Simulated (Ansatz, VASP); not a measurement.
**Two plane-wave programs on HgTe**

```xyz
2
Lattice="0.0000 3.3248 3.3248 3.3248 0.0000 3.3248 3.3248 3.3248 0.0000" Properties=species:S:1:pos:R:3 pbc="T T T"
Hg    0.0000    0.0000    0.0000
Te    4.9872    4.9872    4.9872
```

Alike in both runs: task single point; functional PBE; k mesh 10 × 10 × 10; occupations gaussian, width 0.15 eV; no spin polarisation.

|  | VASP | Ansatz |
| --- | --- | --- |
| version | VASP 6.6.1 | Ansatz 0.2.0 |
| potentials or method | VASP PAW PBE potentials, release 64 (Hg, Te), cutoff 520 eV | scalar-relativistic, plane waves, PAW |
| valence electrons in the cell | 18 | 36 |

Ansatz gave:

* gap on the k mesh at the Fermi level (eV): none
* pressure (GPa): 0.0

**Question.** Which values does VASP return?

**Answer.** gap on the k mesh at the Fermi level (eV): none; pressure (GPa): 0.1.

A gap of «none» marks a metal or a gap that the smearing closes. The functional is the same, so the differences come from potentials, cutoffs and numerics. VASP's potentials hold 18 valence electrons a cell and Ansatz's 36, so a difference there can come from the potentials and not from the codes.

Spin-orbit coupling is off throughout.
